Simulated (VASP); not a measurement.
# MgAuC4N4 (P-43m) in VASP: single point with PBE

Aim: the single point of MgAuC4N4 with PBE.

Program: VASP 6.6.1. These are calculated values, not measurements. Logs are shortened: lines on timing, memory, paths and dates and some standing lists are left out, and cuts for length are marked.

**1. The cell of the first run**

The structure is cubic, space group P-43m (No. 215). The conventional cell has a = 5.961 Å, b = 5.961 Å, c = 5.961 Å, α = 90.00°, β = 90.00°, γ = 90.00°. Within 2.7 Å of Mg (site symmetry -43m) lie 4 N at 2.08 Å. Within 1.6 Å of C (site symmetry 3m) lie 1 N at 1.17 Å. Au (site symmetry -43m) has 4 C at 1.92 Å within 2.5 Å. Within 1.6 Å of N (site symmetry 3m) lie 1 C at 1.17 Å.

**2. Single point, PBE**

Input file INCAR:

```
ALGO = Normal ; EDIFF = 1E-7
ENCUT = 520 ; GGA = PE
ISIF = 2 ; ISMEAR = 0
LASPH = T ; LCHARG = T
LELF = T ; LREAL = F
LVHAR = T ; LWAVE = F
NBANDS = 36 ; NELM = 80
PREC = Accurate ; SIGMA = 0.1
```

Input file KPOINTS:

```
k-points
0
Gamma
  4 4 4
```

Input file POSCAR:

```
MgAuC4N4
1.0
    5.9605641800      0.0000000000      0.0000000000
    0.0000000000      5.9605641800      0.0000000000
    0.0000000000      0.0000000000      5.9605641800
Mg C Au N
1 4 1 4
Direct
    0.5000000000      0.5000000000      0.5000000000
    0.1856838400      0.1856838400      0.1856838400
    0.1856838400      0.8143161600      0.8143161600
    0.8143161600      0.1856838400      0.8143161600
    0.8143161600      0.8143161600      0.1856838400
    0.0000000000      0.0000000000      0.0000000000
    0.2990120100      0.2990120100      0.2990120100
    0.2990120100      0.7009879900      0.7009879900
    0.7009879900      0.2990120100      0.7009879900
    0.7009879900      0.7009879900      0.2990120100
```

Potentials or basis: VASP PAW PBE potentials, release 64 (Mg, C, Au, N).

On the command line:

```console
$ cat potpaw_PBE.64/Mg/POTCAR potpaw_PBE.64/C/POTCAR potpaw_PBE.64/Au/POTCAR potpaw_PBE.64/N/POTCAR > POTCAR
$ mpirun -np 1 vasp_std > vasp.out
```

OUTCAR:

```text
EDIFF = 1E-7
   ENCUT = 520
   GGA = PE
   ISIF = 2
   ISMEAR = 0
   LASPH = T
   LREAL = F
   NELM = 80
   PREC = Accurate

 ion  position               nearest neighbor table
   1  0.500  0.500  0.500-   7 2.08   8 2.08   9 2.08  10 2.08
   2  0.186  0.186  0.186-   7 1.17   6 1.92
   3  0.186  0.814  0.814-   8 1.17   6 1.92
   4  0.814  0.186  0.814-   9 1.17   6 1.92
   5  0.814  0.814  0.186-  10 1.17   6 1.92
   6  0.000  0.000  0.000-   2 1.92   3 1.92   4 1.92   5 1.92
   7  0.299  0.299  0.299-   2 1.17   1 2.08
   8  0.299  0.701  0.701-   3 1.17   1 2.08
   9  0.701  0.299  0.701-   4 1.17   1 2.08
  10  0.701  0.701  0.299-   5 1.17   1 2.08

  LATTYP: Found a simple cubic cell.
 ALAT       =     5.9605641800

  Lattice vectors:

 A1 = (   5.9605641800,   0.0000000000,   0.0000000000)
 A2 = (   0.0000000000,   5.9605641800,   0.0000000000)
 A3 = (   0.0000000000,   0.0000000000,   5.9605641800)

Analysis of symmetry for initial positions (statically):
=====================================================================
 Subroutine PRICEL returns:
 Original cell was already a primitive cell.

 Routine SETGRP: Setting up the symmetry group for a
 simple cubic supercell.

 Subroutine GETGRP returns: Found 24 space group operations
 (whereof 24 operations were pure point group operations)
 out of a pool of 48 trial point group operations.

The static configuration has the point symmetry T_d .

Analysis of symmetry for dynamics (positions and initial velocities):
=====================================================================
 Subroutine PRICEL returns:
 Original cell was already a primitive cell.

 Routine SETGRP: Setting up the symmetry group for a
 simple cubic supercell.

 Subroutine GETGRP returns: Found 24 space group operations
 (whereof 24 operations were pure point group operations)
 out of a pool of 48 trial point group operations.

The dynamic configuration has the point symmetry T_d .

 Subroutine INISYM returns: Found 24 space group operations
 (whereof 24 operations are pure point group operations),
 and found     1 'primitive' translations

----------------------------------------------------------------------------------------

                                     Primitive cell

  volume of cell :     211.7689

[... 96 lines left out ...]
   ISYM   =      2    0-nonsym 1-usesym 2-fastsym
   POTIM  = 0.5000    time-step for ionic-motion
   TEBEG  =    0.0;   TEEND  =   0.0 temperature during run
   PSTRESS=    0.0 pullay stress
   NELECT =      49.0000    total number of electrons
   NUPDOWN=      -1.0000    fix difference up-down
   EMIN   =  10.00;   EMAX   =-10.00  energy-range for DOS
   EFERMI =   0.00;   METHOD = LEGACY
   ISMEAR =     0;   SIGMA  =   0.10  broadening in eV -4-tet -1-fermi 0-gaus
   EFERMI_NEDOS =   21; number of points for ismear=-14 and -15
   IALGO  =     38    algorithm
   IMIX   =      4    mixing-type and parameters
     AMIX     =   0.40;   BMIX     =  1.00
     AMIX_MAG =   1.60;   BMIX_MAG =  1.00
  volume/ion in A,a.u.               =      21.18       142.91
  Fermi-wavevector in a.u.,A,eV,Ry     =   1.005047  1.899262 13.743496  1.010118
  Thomas-Fermi vector in A             =   2.137701
   LORBIT       =      0    0 simple, 1 ext, 2 COOP (PROOUT), +10 PAW based schemes
   GGA     = PE    functional components
   LHFCALC =     F    Hartree Fock is set to
   AEXX    =    0.0000 exact exchange contribution
   IVDW    =     0    specifies the selected vdW correction
   LEPSILON=     F    determine dielectric tensor
   LRPA    =     F    only Hartree local field effects (RPA)
 non-spin polarized calculation
 Gauss-broadening in eV      SIGMA  =   0.10
  energy-cutoff  :      520.00
  volume of cell :      211.77
 maximum number of plane-waves:      5832
 NGX is ok and might be reduce to    48
   NGX = 23   NGY = 23   NGZ = 23

 number of electron      49.0000000 magnetization

 Free energy of the ion-electron system (eV)
  ---------------------------------------------------
  ext. energy  EPLUGINS =         0.00000000
  ---------------------------------------------------
  free energy    TOTEN  =       -70.86045664 eV

  energy without entropy =      -70.77910669  energy(sigma->0) =      -70.81978166

 E-fermi :  -1.8268     XC(G=0):  -7.0201

 val. band max:       -1.8351006666   @ k =   0.5000   0.0000   0.0000
 cond. band min:      -1.8102905291   @ k =   0.5000   0.2500   0.0000
 fundamental gap:      0.0248101375
 Fermi energy:        -1.8267610346

 k-point     1 :       0.0000    0.0000    0.0000
  band No.  band energies     occupation
      1     -18.4424      2.00000
      2     -18.3309      2.00000
      3     -18.3309      2.00000
      4     -18.3309      2.00000
      5     -10.0099      2.00000
      6      -9.4507      2.00000
[... 379 lines left out ...]
     35       6.2652      0.00000
     36       6.2652      0.00000

------------------------ aborting loop because EDIFF is reached ----------------------------------------

  FORCE on cell =-STRESS in cart. coord.  units (eV):
  Direction    XX          YY          ZZ          XY          YZ          ZX
  --------------------------------------------------------------------------------------
  -------------------------------------------------------------------------------------
  Total        7.4708874      7.4708874      7.4708874      0.0000000      0.0000000      0.0000000
  in kB       56.5224097     56.5224097     56.5224097      0.0000000      0.0000000      0.0000000
  external PRESSURE =      56.5224097 kB  Pullay stress =       0.0000000 kB

 VOLUME and BASIS-vectors are now :
 -----------------------------------------------------------------------------
  energy-cutoff  :      520.00
  volume of cell :      211.77
      direct lattice vectors                 reciprocal lattice vectors
     5.960564180  0.000000000  0.000000000     0.167769354  0.000000000  0.000000000
     0.000000000  5.960564180  0.000000000     0.000000000  0.167769354  0.000000000
     0.000000000  0.000000000  5.960564180     0.000000000  0.000000000  0.167769354

 POSITION                                       TOTAL-FORCE (eV/Angst)
 -----------------------------------------------------------------------------------
      2.98028      2.98028      2.98028        -0.000000      0.000000     -0.000000
      1.10678      1.10678      1.10678         1.386940      1.386940      1.386940
      1.10678      4.85378      4.85378         1.386940     -1.386940     -1.386940
      4.85378      1.10678      4.85378        -1.386940      1.386940     -1.386940
      4.85378      4.85378      1.10678        -1.386940     -1.386940      1.386940
      0.00000      0.00000      0.00000        -0.000000      0.000000     -0.000000
      1.78228      1.78228      1.78228         0.478659      0.478659      0.478659
      1.78228      4.17828      4.17828         0.478659     -0.478659     -0.478659
      4.17828      1.78228      4.17828        -0.478659      0.478659     -0.478659
      4.17828      4.17828      1.78228        -0.478659     -0.478659      0.478659
 -----------------------------------------------------------------------------------
    total drift:                                0.000000      0.000000      0.000000

  FREE ENERGIE OF THE ION-ELECTRON SYSTEM (eV)
  ---------------------------------------------------
  free  energy   TOTEN  =       -70.8604566431 eV

  energy  without entropy=      -70.7791066852  energy(sigma->0) =      -70.81978166
```

OSZICAR:

```text
N       E                     dE             d eps       ncg     rms          rms(c)
DAV:   1     0.289002036201E+03    0.28900E+03   -0.21562E+04   720   0.114E+03
DAV:   2    -0.533721402910E+02   -0.34237E+03   -0.32916E+03   912   0.265E+02
DAV:   3    -0.839556148437E+02   -0.30583E+02   -0.30051E+02   904   0.820E+01
DAV:   4    -0.845615219083E+02   -0.60591E+00   -0.60222E+00   828   0.132E+01
DAV:   5    -0.845728776656E+02   -0.11356E-01   -0.11351E-01   896   0.168E+00    0.311E+01
DAV:   6    -0.738500142829E+02    0.10723E+02   -0.60108E+01   804   0.576E+01    0.400E+01
DAV:   7    -0.713443175676E+02    0.25057E+01   -0.13244E+01   808   0.231E+01    0.145E+01
DAV:   8    -0.708873057316E+02    0.45701E+00   -0.21976E+00   848   0.982E+00    0.384E+00
DAV:   9    -0.708561534546E+02    0.31152E-01   -0.28071E-01   848   0.363E+00    0.980E-01
DAV:  10    -0.708592688022E+02   -0.31153E-02   -0.18465E-02   836   0.911E-01    0.324E-01
DAV:  11    -0.708599366964E+02   -0.66789E-03   -0.16128E-03   880   0.240E-01    0.194E-01
DAV:  12    -0.708604166658E+02   -0.47997E-03   -0.94723E-04   872   0.174E-01    0.549E-02
DAV:  13    -0.708604478913E+02   -0.31226E-04   -0.16864E-04   816   0.801E-02    0.123E-02
DAV:  14    -0.708604551871E+02   -0.72958E-05   -0.21076E-05   896   0.235E-02    0.739E-03
DAV:  15    -0.708604567658E+02   -0.15787E-05   -0.37344E-06   884   0.113E-02    0.344E-03
DAV:  16    -0.708604566576E+02    0.10825E-06   -0.60087E-07   792   0.486E-03    0.669E-04
DAV:  17    -0.708604566431E+02    0.14527E-07   -0.61297E-08   592   0.160E-03
   1 F= -.70860457E+02 E0= -.70819782E+02  d E =-.813500E-01
```

Run time: 3 min. Hardware: 1 thread of Intel Xeon 6975P-C, shared host; peak memory 0.37 GiB.

Results:

```yaml
Free_energy: -70.8605 eV
Pressure: 5.7 GPa
Largest_force: 2.402 eV/Å
```

Forces on the atoms (eV/Å):
```
Mg   0.000  0.000  0.000
C    1.387  1.387  1.387
C    1.387 -1.387 -1.387
C   -1.387  1.387 -1.387
C   -1.387 -1.387  1.387
Au   0.000  0.000  0.000
N    0.479  0.479  0.479
N    0.479 -0.479 -0.479
N   -0.479  0.479 -0.479
N   -0.479 -0.479  0.479
```

Caveat: spin-orbit coupling is left out, which moves the levels of the heavy elements; forces of over 1 eV/Å act on the atoms, so gaps and moduli don't describe the material at rest.
